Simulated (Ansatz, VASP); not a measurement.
**KCl in VASP and in Ansatz**

Contents of INCAR:

```
SYSTEM = KCl
PREC = Accurate
ENCUT = 520
EDIFF = 1E-6
ISMEAR = 0
SIGMA = 0.02
LREAL = .False.
LASPH = .True.
NELM = 60
ALGO = Normal
ISIF = 2
LWAVE = .False.
LCHARG = .False.
GGA = PE
NBANDS = 15
```

File KPOINTS:

```
Automatic mesh
0
Gamma
  6 6 6
  0 0 0
```

Contents of POSCAR:

```
KCl
1.0
    3.9566370056      0.0000000000      0.0000000000
    0.0000000000      3.9566370056      0.0000000000
    0.0000000000      0.0000000000      3.9566370056
K Cl
1 1
Direct
    0.0000000000      0.0000000000      0.0000000000
    0.5000000000      0.5000000000      0.5000000000
```

Input for Ansatz:

```yaml
crystal:
  lattice:
    - [3.9566370056, 0.0, 0.0]
    - [0.0, 3.9566370056, 0.0]
    - [0.0, 0.0, 3.9566370056]
  atoms:
    - { symbol: K, position: [0.0, 0.0, 0.0] }
    - { symbol: Cl, position: [0.5, 0.5, 0.5] }
basis:
  ecutwfc: 420
kpoints:
  mp_grid: { grid: [6, 6, 6] }
hamiltonian:
  xc: pbe
scf:
  occupations: { method: gaussian, width: 0.02 }
output:
  forces: true
  stress: true
  eigenvalues: true
```

Alike in both runs: task single point; functional PBE; k mesh 6 × 6 × 6; occupations gaussian, width 0.02 eV; no spin polarisation.

```csv
,VASP,Ansatz
version,VASP 6.6.1,Ansatz 0.2.0
potentials or method,"VASP PAW PBE potentials, release 64 (K_sv, Cl), cutoff 520 eV","scalar-relativistic, plane waves, PAW"
valence electrons in the cell,16,16
```

```tsv
	VASP	Ansatz	Ansatz less VASP
gap on the k mesh at the Fermi level (eV)	4.45	4.45	+0.001
least direct gap on the mesh (eV)	4.63	4.63	0.000
pressure (GPa)	-1.4	-1.4	+0.01
```
